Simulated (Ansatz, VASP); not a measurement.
## MoS2: VASP beside Ansatz

File INCAR:

```
SYSTEM = MoS2
  PREC = Accurate
  ENCUT = 520
  EDIFF = 1E-7
  ISMEAR = 0
  SIGMA = 0.05
  LREAL = .FALSE.
  LASPH = .TRUE.
  NELM = 100
  ALGO = Normal
  ISIF = 2
  LWAVE = .FALSE.
  LCHARG = .TRUE.
  LDIPOL = .TRUE.
  IDIPOL = 3
  DIPOL = 0.5 0.5 0.515
  GGA = PE
  LELF = .TRUE.
  LVHAR = .TRUE.
  LVACPOTAV = .TRUE.
  NBANDS = 35
```

KPOINTS

```
regular mesh
0
G
  18 18 1
  0 0 0
```

POSCAR

```
MoS2
1.0
    3.1630007100      0.0000000000      0.0000000000
   -1.5815003600      2.7392389700      0.0000000000
    0.0000000000      0.0000000000     29.1268235172
S Mo
4 2
Direct
    0.3333333337      0.6666666663      0.3433261438
    0.3333333337      0.6666666663      0.4464439296
    0.0000000000      0.0000000000      0.5809426313
    0.0000000000      0.0000000000      0.6887435103
    0.6666666674      0.3333333337      0.3948955468
    0.3333333337      0.6666666663      0.6348458932
```

Input for Ansatz:

```yaml
crystal:
  lattice:
    - [3.16300071, 0.0, 0.0]
    - [-1.58150036, 2.73923897, 0.0]
    - [0.0, 0.0, 29.1268235172]
  atoms:
    - { symbol: S, position: [0.3333333337, 0.6666666663, 0.3433261438] }
    - { symbol: Mo, position: [0.6666666674, 0.3333333337, 0.3948955468] }
    - { symbol: S, position: [0.3333333337, 0.6666666663, 0.4464439296] }
    - { symbol: S, position: [0.0, 0.0, 0.5809426313] }
    - { symbol: Mo, position: [0.3333333337, 0.6666666663, 0.6348458932] }
    - { symbol: S, position: [0.0, 0.0, 0.6887435103] }
basis:
  ecutwfc: 420.0
  fft_grid_basis: typed
kpoints:
  mp_grid: { grid: [18, 18, 1] }
hamiltonian:
  xc: pbe
scf:
  occupations: { method: gaussian, width: 0.05 }
output:
  forces: true
  eigenvalues: true
  band_densities:
    - { e_range: [-2.6, -1.8] }
    - { e_range: [-1.8, -1.2] }
    - { e_range: [-1.2, -0.85] }
    - { e_range: [-0.85, 0.0] }
    - { e_range: [0.0, 0.85] }
    - { e_range: [0.85, 1.2] }
    - { e_range: [1.2, 1.8] }
    - { e_range: [1.8, 2.4] }
  band_residual_tolerance: 1.0e-05
  write_potential: true
  elf: true
  write_density: true
  volumetric_format: npy
efield:
  axis: 3
  dipole_correction: true
  ramp_width: 0.04
checkpoint:
  read: start.run
  write: ck
  compress: false
  write_wavefunctions: false
  write_every: 100000
```

Alike in both runs: task single point; functional PBE; k mesh 18 × 18 × 1; occupations gaussian, width 0.05 eV; no spin polarisation.

```csv
,VASP,Ansatz
version,VASP 6.6.1,Ansatz 0.2.0
potentials or method,"VASP PAW PBE potentials, release 64 (S, Mo_sv), cutoff 520 eV","scalar-relativistic, plane waves, PAW"
valence electrons in the cell,52,52
```

Ansatz gave:

```
gap on the k mesh at the Fermi level (eV) : 1.24
rms of the force components (eV/Å)        : 0.463
```

Question: Estimate VASP's values.

Answer: gap on the k mesh at the Fermi level (eV): 1.26; rms of the force components (eV/Å): 0.457.
